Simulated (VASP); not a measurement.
# HfB2 (P6/mmm) in VASP: single point with PBE

Aim: the single point of HfB2 with PBE.

Program: VASP 6.6.1. These are calculated values, not measurements. Logs are shortened: lines on timing, memory, paths and dates and some standing lists are left out, and cuts for length are marked.

## (1) The cell of the first run

The structure is hexagonal, space group P6/mmm (No. 191). Conventional cell: a = 3.140 Å, b = 3.140 Å, c = 3.480 Å, α = 90.00°, β = 90.00°, γ = 120.00°. Within 3.3 Å of Hf (site symmetry 6/mmm) lie 12 B at 2.51 Å and 6 Hf at 3.14 Å. Within 2.4 Å of B (site symmetry -6m2) lie 3 B at 1.81 Å.

## (2) Single point, PBE

Input file INCAR:

```
SYSTEM = HfB2
  PREC = Accurate
  ENCUT = 520
  EDIFF = 1E-7
  ISMEAR = -1
  SIGMA = 0.15
  LREAL = .False.
  LASPH = .True.
  NELM = 60
  ALGO = Normal
  ISIF = 2
  LWAVE = .False.
  LCHARG = .False.
  GGA = PE
  NBANDS = 15
```

Input file KPOINTS:

```
regular mesh
0
Gamma
  12 12 10
  0 0 0
```

Input file POSCAR:

```
HfB2
1.0
    3.1400000000      0.0000000000      0.0000000000
   -1.5700000000      2.7193197700      0.0000000000
    0.0000000000      0.0000000000      3.4800000000
Hf B
1 2
Direct
    0.0000000000      0.0000000000      0.0000000000
    0.3333333300      0.6666666700      0.5000000000
    0.6666666700      0.3333333300      0.5000000000
```

Potentials or basis: VASP PAW PBE potentials, release 64 (Hf_pv, B).

Run with:

```
$ cat potpaw_PBE.64/Hf_pv/POTCAR potpaw_PBE.64/B/POTCAR > POTCAR
$ mpirun -np 1 vasp_std > vasp.out
```

OUTCAR:

```text
SYSTEM = HfB2
   PREC = Accurate
   ENCUT = 520
   EDIFF = 1E-7
   ISMEAR = -1
   LREAL = .False.
   LASPH = .True.
   NELM = 60
   ISIF = 2
   GGA = PE

 ion  position               nearest neighbor table
   1  0.000  0.000  0.000-   2 2.51   3 2.51   2 2.51   3 2.51   3 2.51   3 2.51   2 2.51   2 2.51
                             3 2.51   3 2.51   2 2.51   2 2.51
   2  0.333  0.667  0.500-   3 1.81   3 1.81   3 1.81   1 2.51   1 2.51   1 2.51   1 2.51   1 2.51
                             1 2.51
   3  0.667  0.333  0.500-   2 1.81   2 1.81   2 1.81   1 2.51   1 2.51   1 2.51   1 2.51   1 2.51
                             1 2.51

  LATTYP: Found a hexagonal cell.
 ALAT       =     3.1400000000
 C/A-ratio  =     1.1082802548

  Lattice vectors:

 A1 = (   3.1400000000,   0.0000000000,   0.0000000000)
 A2 = (  -1.5700000000,   2.7193197700,   0.0000000000)
 A3 = (   0.0000000000,   0.0000000000,   3.4800000000)

Analysis of symmetry for initial positions (statically):
=====================================================================
 Subroutine PRICEL returns:
 Original cell was already a primitive cell.

 Routine SETGRP: Setting up the symmetry group for a
 hexagonal supercell.

 Subroutine GETGRP returns: Found 24 space group operations
 (whereof 24 operations were pure point group operations)
 out of a pool of 24 trial point group operations.

The static configuration has the point symmetry D_6h.

Analysis of symmetry for dynamics (positions and initial velocities):
=====================================================================
 Subroutine PRICEL returns:
 Original cell was already a primitive cell.

 Routine SETGRP: Setting up the symmetry group for a
 hexagonal supercell.

 Subroutine GETGRP returns: Found 24 space group operations
 (whereof 24 operations were pure point group operations)
 out of a pool of 24 trial point group operations.

The dynamic configuration has the point symmetry D_6h.

 Subroutine INISYM returns: Found 24 space group operations
 (whereof 24 operations are pure point group operations),
 and found     1 'primitive' translations

----------------------------------------------------------------------------------------

                                     Primitive cell

  volume of cell :      29.7146

  direct lattice vectors                    reciprocal lattice vectors
     3.140000000  0.000000000  0.000000000     0.318471338  0.183869512  0.000000000
    -1.570000000  2.719319770  0.000000000     0.000000000  0.367739025  0.000000000
     0.000000000  0.000000000  3.480000000     0.000000000  0.000000000  0.287356322

  length of vectors
[... 93 lines left out ...]
   TEBEG  =    0.0;   TEEND  =   0.0 temperature during run
   PSTRESS=    0.0 pullay stress
   NELECT =      16.0000    total number of electrons
   NUPDOWN=      -1.0000    fix difference up-down
   EMIN   =  10.00;   EMAX   =-10.00  energy-range for DOS
   EFERMI =   0.00;   METHOD = LEGACY
   ISMEAR =    -1;   SIGMA  =   0.15  broadening in eV -4-tet -1-fermi 0-gaus
   EFERMI_NEDOS =   21; number of points for ismear=-14 and -15
   IALGO  =     38    algorithm
   IMIX   =      4    mixing-type and parameters
     AMIX     =   0.40;   BMIX     =  1.00
     AMIX_MAG =   1.60;   BMIX_MAG =  1.00
  volume/ion in A,a.u.               =       9.90        66.84
  Fermi-wavevector in a.u.,A,eV,Ry     =   1.331860  2.516850 24.134693  1.773850
  Thomas-Fermi vector in A             =   2.460838
   LORBIT       =      0    0 simple, 1 ext, 2 COOP (PROOUT), +10 PAW based schemes
   GGA     = PE    functional components
   LHFCALC =     F    Hartree Fock is set to
   AEXX    =    0.0000 exact exchange contribution
   IVDW    =     0    specifies the selected vdW correction
   LEPSILON=     F    determine dielectric tensor
   LRPA    =     F    only Hartree local field effects (RPA)
 non-spin polarized calculation
  energy-cutoff  :      520.00
  volume of cell :       29.71
 maximum number of plane-waves:       816
 NGX is ok and might be reduce to    24
   NGX = 11   NGY = 11   NGZ = 13

 number of electron      15.9999998 magnetization

 Free energy of the ion-electron system (eV)
  ---------------------------------------------------
  ext. energy  EPLUGINS =         0.00000000
  ---------------------------------------------------
  free energy    TOTEN  =       -26.41194394 eV

  energy without entropy =      -26.39313755  energy(sigma->0) =      -26.40254074

 E-fermi :   7.7124     XC(G=0): -12.5966

 val. band max:        7.6373335995   @ k =   0.1667   0.1667   0.2000
 cond. band min:       7.8226318484   @ k =   0.0833   0.0833   0.3000
 fundamental gap:      0.1852982489
 Fermi energy:         7.7123835548

 k-point     1 :       0.0000    0.0000    0.0000
  band No.  band energies     occupation
      1     -22.9646      2.00000
      2     -22.4678      2.00000
      3     -22.4678      2.00000
      4      -6.0827      2.00000
      5       4.6666      2.00000
      6       4.7737      2.00000
      7       4.7737      2.00000
      8       4.8898      2.00000
      9      11.6962      0.00000
     10      11.6962      0.00000
     11      12.3313      0.00000
     12      12.3313      0.00000
     13      12.6628      0.00000
     14      12.6628      0.00000
[... 401 lines left out ...]
      2     -22.8888      2.00000
      3     -22.5981      2.00000
      4      -3.8566      2.00000
      5       0.7364      2.00000
      6       3.7633      2.00000
      7       4.2823      2.00000
      8       5.2654      2.00000
      9       9.9084      0.00000
     10      10.7094      0.00000
     11      11.1232      0.00000
     12      12.5834      0.00000
     13      14.2806      0.00000
     14      16.0618      0.00000
     15      18.5997      0.00000

 [... further k-points ...]
[... 5 lines left out ...]
  --------------------------------------------------------------------------------------
  -------------------------------------------------------------------------------------
  Total        0.1779315      0.1779315      0.2141935      0.0000000     -0.0000000     -0.0000000
  in kB        9.5938773      9.5938773     11.5490862      0.0000000     -0.0000000     -0.0000000
  external PRESSURE =      10.2456136 kB  Pullay stress =       0.0000000 kB

 VOLUME and BASIS-vectors are now :
 -----------------------------------------------------------------------------
  energy-cutoff  :      520.00
  volume of cell :       29.71
      direct lattice vectors                 reciprocal lattice vectors
     3.140000000  0.000000000  0.000000000     0.318471338  0.183869512  0.000000000
    -1.570000000  2.719319770  0.000000000     0.000000000  0.367739025  0.000000000
     0.000000000  0.000000000  3.480000000     0.000000000  0.000000000  0.287356322

 POSITION                                       TOTAL-FORCE (eV/Angst)
 -----------------------------------------------------------------------------------
      0.00000      0.00000      0.00000         0.000000      0.000000      0.000000
     -0.00000      1.81288      1.74000         0.000000      0.000000      0.000000
      1.57000      0.90644      1.74000        -0.000000      0.000000     -0.000000
 -----------------------------------------------------------------------------------
    total drift:                                0.000000     -0.000000     -0.000000

  FREE ENERGIE OF THE ION-ELECTRON SYSTEM (eV)
  ---------------------------------------------------
  free  energy   TOTEN  =       -26.4119439405 eV

  energy  without entropy=      -26.3931375464  energy(sigma->0) =      -26.40254074
```

OSZICAR:

```text
N       E                     dE             d eps       ncg     rms          rms(c)
DAV:   1     0.273032600226E+02    0.27303E+02   -0.79724E+03  3420   0.101E+03
DAV:   2    -0.273385978196E+02   -0.54642E+02   -0.51151E+02  4613   0.219E+02
DAV:   3    -0.287854273962E+02   -0.14468E+01   -0.14415E+01  4463   0.261E+01
DAV:   4    -0.287911829845E+02   -0.57556E-02   -0.57542E-02  4078   0.204E+00
DAV:   5    -0.287912182882E+02   -0.35304E-04   -0.35303E-04  4505   0.140E-01    0.525E+01
DAV:   6    -0.265275974353E+02    0.22636E+01   -0.27813E+00  4120   0.120E+01    0.385E+01
DAV:   7    -0.264785600471E+02    0.49037E-01   -0.96191E-01  4372   0.711E+00    0.117E+01
DAV:   8    -0.264165614206E+02    0.61999E-01   -0.24070E-01  4001   0.370E+00    0.164E+00
DAV:   9    -0.264121169053E+02    0.44445E-02   -0.19667E-02  3987   0.113E+00    0.378E-01
DAV:  10    -0.264119385199E+02    0.17839E-03   -0.77882E-04  4330   0.233E-01    0.263E-01
DAV:  11    -0.264119464511E+02   -0.79312E-05   -0.53031E-05  4043   0.550E-02    0.104E-01
DAV:  12    -0.264119438487E+02    0.26024E-05   -0.33083E-06  4127   0.132E-02    0.129E-02
DAV:  13    -0.264119439405E+02   -0.91764E-07   -0.22995E-07  3997   0.385E-03
   1 F= -.26411944E+02 E0= -.26402541E+02  d E =-.188064E-01
```

It took 55 s on 1 thread of Intel Xeon 6975P-C, shared host; peak memory 0.18 GiB.

What came out:

```
Free energy            : -26.4119 eV
Pressure               : 1.0 GPa
Band gap on the k mesh : zero (band 8 reaches 8.40 eV, above the bottom of band 9 at 7.09 eV)
```

Stress tensor (GPa, compression positive):
```
0.96 0.00 0.00
0.00 0.96 0.00
0.00 0.00 1.15
```

Levels at points of the mesh, in eV from the Fermi level:
```csv
k point,band 6,band 7,band 8,band 9,band 10,band 11
"(0.00, 0.00, 0.00)",-2.94,-2.94,-2.82,3.98,3.98,4.62
"(0.50, 0.00, 0.00)",-4.17,-3.48,-2.91,2.07,2.69,5.53
"(0.00, 0.00, 0.50)",-1.24,-1.24,0.28,0.28,0.96,0.96
"(0.50, 0.00, 0.50)",-5.01,-4.75,-2.71,3.96,4.11,6.21
```

Caveat: spin-orbit coupling is left out, which moves the levels of the heavy elements.
